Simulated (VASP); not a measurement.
Input of a VASP 6.6.1 run:

INCAR

```
SYSTEM = Ti
  ALGO = Fast
  EDIFF = 1E-6
  ENCUT = 520
  GGA = PE
  ISIF = 2
  ISMEAR = 0
  LASPH = .True.
  LCHARG = .True.
  LELF = .True.
  LREAL = .False.
  LVHAR = .True.
  LWAVE = .False.
  NBANDS = 25
  NELM = 100
  PREC = Accurate
  SIGMA = 0.15
```

File KPOINTS:

```
k-points
0
Gamma
  12 12 14
  0 0 0
```

The input POSCAR:

```
Ti
1.0
    4.7928000000      0.0000000000      0.0000000000
   -2.3964000000      4.1506865553      0.0000000000
    0.0000000000      0.0000000000      2.6052000000
Ti
3
Direct
    0.0000000000      0.0000000000      0.0000000000
    0.3333333333      0.6666666667      0.5000000000
    0.6666666667      0.3333333333      0.5000000000
```

Potentials or basis: VASP PAW PBE potentials, release 64 (Ti_sv).

Launch:

```bash
$ cat potpaw_PBE.64/Ti_sv/POTCAR > POTCAR
$ mpirun -np 1 vasp_std > vasp.out
```

**Question.** Predict the pressure.

**Answer.** -0.3 GPa.

**Question.** Estimate the band gap on the k mesh.

**Answer.** Zero (bands 18 and 19 overlap by 0.79 eV).

Stress tensor (GPa, compression positive):
```
-4.05  0.00  0.00
 0.00 -4.05  0.00
 0.00  0.00  7.09
```

Caveat: the stress differs along the axes, from -4 to 7 GPa.
